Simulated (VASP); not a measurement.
A run of VASP 6.6.1 is set up as follows.

The input POSCAR:

```
GaN
1.0
    0.0000000000      2.2489525411      2.1589944395
    2.2489525411      0.0000000000      2.1589944395
    2.2489525411      2.2489525411      0.0000000000
Ga N
1 1
Direct
    0.0000000000      0.0000000000      0.0000000000
    0.2500000000      0.2500000000      0.2500000000
```

File INCAR.step1:

```
SYSTEM = GaN
ALGO = Normal
EDIFF = 1E-4
ENCUT = 520
GGA = PE
GGA_COMPAT = .FALSE.
ISMEAR = 0
LASPH = .TRUE.
LCHARG = .FALSE.
LNONCOLLINEAR = .TRUE.
LREAL = .FALSE.
LSORBIT = .TRUE.
LWAVE = .TRUE.
MAGMOM = 0 0 0 0 0 0
NBANDS = 30
NELM = 150
PREC = Accurate
SIGMA = 0.01
```

File INCAR.step2:

```
SYSTEM = GaN
ALGO = Normal
EDIFF = 1E-6
ENCUT = 520
GGA_COMPAT = .FALSE.
ISIF = 2
ISMEAR = 0
ISTART = 1
LASPH = .TRUE.
LCHARG = .FALSE.
LMIXTAU = .TRUE.
LNONCOLLINEAR = .TRUE.
LORBIT = 11
LORBMOM = .TRUE.
LREAL = .FALSE.
LSORBIT = .TRUE.
LWAVE = .FALSE.
MAGMOM = 0 0 0 0 0 0
METAGGA = R2SCAN
NBANDS = 30
NELM = 150
PREC = Accurate
SIGMA = 0.01
```

KPOINTS

```
k-points
0
G
  10 10 10
  0 0 0
```

Potentials or basis: VASP PAW PBE potentials, release 64 (Ga_d, N).

Launch:

```console
$ cat potpaw_PBE.64/Ga_d/POTCAR potpaw_PBE.64/N/POTCAR > POTCAR
$ cp INCAR.step1 INCAR
$ mpirun -np 1 vasp_ncl > vasp.out
$ cp INCAR.step2 INCAR
$ mpirun -np 1 vasp_ncl > vasp.out
```

Task: Predict the net moment.

Result: 0.00 μB per cell.

Task: Predict the pressure.

Result: 9.8 GPa.

Moments on the atoms (μB; x, y, z):
```
Ga  0.00 0.00 0.00
N   0.00 0.00 0.00
```

Caveat: the cell differs from its parent crystal (uniaxial z strain -4.0%); the cell stands under pressure; the structure was generated, so it needn't be the stable form of GaN; the PAW data sets were made with another functional, which shifts forces and pressure a little.
